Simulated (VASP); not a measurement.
Here is a VASP 6.6.1 calculation.

INCAR

```
  ALGO = Normal
  EDIFF = 1E-6
  EDIFFG = -0.008
  ENCUT = 600
  IBRION = 2
  ISIF = 3
  ISMEAR = 0
  LASPH = True
  LCHARG = False
  LREAL = False
  LWAVE = False
  NELM = 60
  NSW = 70
  PREC = Accurate
  PSTRESS = 250.0
  SIGMA = 0.02
```

File KPOINTS:

```
k-points
0
Gamma
  6 6 8
```

The input POSCAR:

```
HfO2
1.0
    4.6327900393      0.0000000000      0.0000000000
    0.0000000000      4.6327900393      0.0000000000
    0.0000000000      0.0000000000      3.1085253335
Hf O
2 4
Direct
    0.0000000000      0.0000000000      0.0000000000
    0.5000000000      0.5000000000      0.5000000000
    0.1954402178      0.8045597822      0.5000000000
    0.3045597822      0.3045597822      0.0000000000
    0.6954402178      0.6954402178      0.0000000000
    0.8045597822      0.1954402178      0.5000000000
```

Potentials or basis: VASP PAW LDA potentials, release 64 (Hf_pv, O).

The run is started by

```console
$ cat potpaw_LDA.64/Hf_pv/POTCAR potpaw_LDA.64/O/POTCAR > POTCAR
$ mpirun -np 1 vasp_std > vasp.out
```

Problem. Estimate the space group after relaxing (to 0.1 Å).

Solution. P4_2/mnm (No. 136).

Problem. Estimate the relaxed cell.

Solution. a = 4.610 Å, b = 4.610 Å, c = 3.123 Å, α = 90.00°, β = 90.00°, γ = 90.00°.

Problem. Predict the band gap on the k mesh.

Solution. 4.20 eV.

The path:
| step | energy change (eV) | largest force (eV/Å) | pressure (GPa) | volume (Å³) |
| --- | --- | --- | --- | --- |
| 1 | 0.0000 | 0.0976 | 23.63 | 66.72 |
| 2 | 0.1442 | 0.1893 | 27.83 | 65.80 |
| 3 | 0.0619 | 0.0301 | 25.55 | 66.29 |
| 4 | 0.0304 | 0.0888 | 24.24 | 66.49 |
| 5 | 0.0436 | 0.0633 | 24.79 | 66.40 |
| 6 | 0.0510 | 0.0079 | 25.06 | 66.36 |

Caveat: the cell is relaxed towards a set pressure, so the run minimises the enthalpy, not the energy; spin-orbit coupling is left out, which moves the levels of the heavy elements. A k mesh can miss the band edges.
